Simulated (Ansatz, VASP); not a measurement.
# One calculation of FeSi, two programs

File POSCAR:

```
FeSi
1.0
    4.4030518963      0.0000000000      0.0000000000
    0.0000000000      4.4030518963      0.0000000000
    0.0000000000      0.0000000000      4.4030518963
Fe Si
4 4
Direct
    0.8633399907      0.6366600093      0.3633399907
    0.6366600093      0.3633399907      0.8633399907
    0.3633399907      0.8633399907      0.6366600093
    0.1366600093      0.1366600093      0.1366600093
    0.1588681656      0.3411318344      0.6588681656
    0.3411318344      0.6588681656      0.1588681656
    0.6588681656      0.1588681656      0.3411318344
    0.8411318344      0.8411318344      0.8411318344
```

The input INCAR.step1:

```
SYSTEM = FeSi
  ALGO = Normal
  EDIFF = 1E-5
  ENCUT = 660
  GGA = PE
  GGA_COMPAT = .False.
  ISMEAR = 0
  LASPH = .True.
  LCHARG = .False.
  LREAL = .False.
  LWAVE = .True.
  NBANDS = 34
  NELM = 120
  PREC = Accurate
  SIGMA = 0.01
```

File INCAR.step2:

```
SYSTEM = FeSi
  ALGO = Normal
  EDIFF = 1E-6
  ENCUT = 660
  GGA_COMPAT = .False.
  ISIF = 2
  ISMEAR = 0
  ISTART = 1
  LASPH = .True.
  LCHARG = .False.
  LMIXTAU = .True.
  LREAL = .False.
  LWAVE = .False.
  METAGGA = R2SCAN
  NBANDS = 34
  NELM = 120
  PREC = Accurate
  SIGMA = 0.01
```

KPOINTS

```
k-points
0
Gamma
  6 6 6
  0 0 0
```

Input for Ansatz:

```yaml
crystal:
  lattice:
    - [4.4030518963, 0.0, 0.0]
    - [0.0, 4.4030518963, 0.0]
    - [0.0, 0.0, 4.4030518963]
  atoms:
    - { symbol: Fe, position: [0.8633399907, 0.6366600093, 0.3633399907] }
    - { symbol: Fe, position: [0.6366600093, 0.3633399907, 0.8633399907] }
    - { symbol: Fe, position: [0.3633399907, 0.8633399907, 0.6366600093] }
    - { symbol: Fe, position: [0.1366600093, 0.1366600093, 0.1366600093] }
    - { symbol: Si, position: [0.1588681656, 0.3411318344, 0.6588681656] }
    - { symbol: Si, position: [0.3411318344, 0.6588681656, 0.1588681656] }
    - { symbol: Si, position: [0.6588681656, 0.1588681656, 0.3411318344] }
    - { symbol: Si, position: [0.8411318344, 0.8411318344, 0.8411318344] }
kpoints:
  mp_grid: { grid: [6, 6, 6] }
  band_path:
    path:
      - [0.0, 0.0, 0.0]
      - [0.0, 0.5, 0.0]
      - [0.5, 0.5, 0.0]
      - [0.5, 0.5, 0.5]
      - [0.5, 0.0, 0.0]
      - [-0.078125, -0.088542, 0.291667]
      - [0.0, 0.328125, 0.208333]
      - [0.0, 0.1666666667, 0.3333333333]
    npoints: 1
hamiltonian:
  xc: r2scan
scf:
  occupations: { method: fixed }
  n_extra_bands: 6
output:
  forces: true
  stress: true
  eigenvalues: true
```

Alike in both runs: task single point; functional r2SCAN; k mesh 6 × 6 × 6; no spin polarisation.

|  | VASP | Ansatz |
| --- | --- | --- |
| version | VASP 6.6.1 | Ansatz 0.2.0 |
| potentials or method | VASP PAW PBE potentials, release 64 (Fe, Si) | plane waves, PAW |
| plane-wave cutoff (eV) | 660 | 500 |
| occupations | gaussian, width 0.01 eV | fixed |
| valence electrons in the cell | 48 | 80 |

```tsv
	VASP	Ansatz	Ansatz less VASP
gap on the k mesh at the Fermi level (eV)	0.32	0.34	+0.011
pressure (GPa)	0.4	0.0	-0.39
rms of the force components (eV/Å)	0.016	0.000	-0.0153
```

VASP's potentials were made for PBE, not for r2SCAN. Atom by atom the forces differ by 0.015 eV/Å (rms over components). VASP's potentials hold 48 valence electrons a cell and Ansatz's 80, so a difference there can come from the potentials and not from the codes.
